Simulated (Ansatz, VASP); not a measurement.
Two plane-wave programs on ZnS

```xyz
4
Lattice="3.8110 0.0000 0.0000 -1.9055 3.3004 0.0000 0.0000 0.0000 6.2340" Properties=species:S:1:pos:R:3 pbc="T T T"
Zn    0.0000    2.2003    0.0000
Zn    1.9055    1.1001    3.1170
S    -0.1500    2.5003    2.4001
S     1.9055    1.1001    5.5171
```

Alike in both runs: task single point; functional r2SCAN; k mesh 6 × 6 × 4; occupations gaussian, width 0.05 eV; no spin polarisation.

|  | VASP | Ansatz |
| --- | --- | --- |
| version | VASP 6.6.1 | Ansatz 0.2.0 |
| potentials or method | VASP PAW PBE potentials, release 64 (Zn, S), cutoff 520 eV | scalar-relativistic, plane waves, PAW |
| valence electrons in the cell | 36 | 36 |

Ansatz gave:

| Quantity | Value |
| --- | --- |
| gap on the k mesh at the Fermi level (eV) | 2.72 |
| least direct gap on the mesh (eV) | 2.72 |
| pressure (GPa) | 2.7 |
| traceless stress, the component that is largest in VASP (GPa) | 7.26 |
| rms of the force components (eV/Å) | 1.428 |

Question: Estimate VASP's values.

Answer: gap on the k mesh at the Fermi level (eV): 2.73; least direct gap on the mesh (eV): 2.73; pressure (GPa): 2.8; traceless stress, the component that is largest in VASP (GPa): 7.36; rms of the force components (eV/Å): 1.445.

VASP's potentials were made for PBE, not for r2SCAN. Atom by atom the forces differ by 0.017 eV/Å (rms over components). The functional is the same, so the differences come from potentials, cutoffs and numerics.
